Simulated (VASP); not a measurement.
A run of VASP 6.6.1 is set up as follows.

Contents of INCAR:

```
PREC = Accurate
ENCUT = 500
EDIFF = 1E-6
ISMEAR = 0
SIGMA = 0.05
LREAL = F
LASPH = T
NELM = 120
ALGO = Normal
ISIF = 2
LWAVE = F
LCHARG = F
GGA = PS
NBANDS = 13
GGA_COMPAT = F
```

The input KPOINTS:

```
regular mesh
0
Gamma
  8 8 8
```

File POSCAR:

```
Sn
1.0
    1.7416621649      1.7416621649      1.7416621649
   -1.7416621649      1.7416621649      1.7416621649
   -1.7416621649     -1.7416621649      1.7416621649
Sn
1
Direct
    0.0000000000      0.0000000000      0.0000000000
```

Potentials or basis: VASP PAW PBE potentials, release 64 (Sn_d).

Command:

```console
$ cat potpaw_PBE.64/Sn_d/POTCAR > POTCAR
$ mpirun -np 1 vasp_std > vasp.out
```

Estimate the band gap on the k mesh.

zero (band 7 reaches 21.96 eV, above the bottom of band 8 at 8.22 eV).

Predict the pressure.

20.0 GPa.

Caveat: the PAW data sets were made with another functional, which shifts forces and pressure a little; spin-orbit coupling is left out, which moves the levels of the heavy elements.
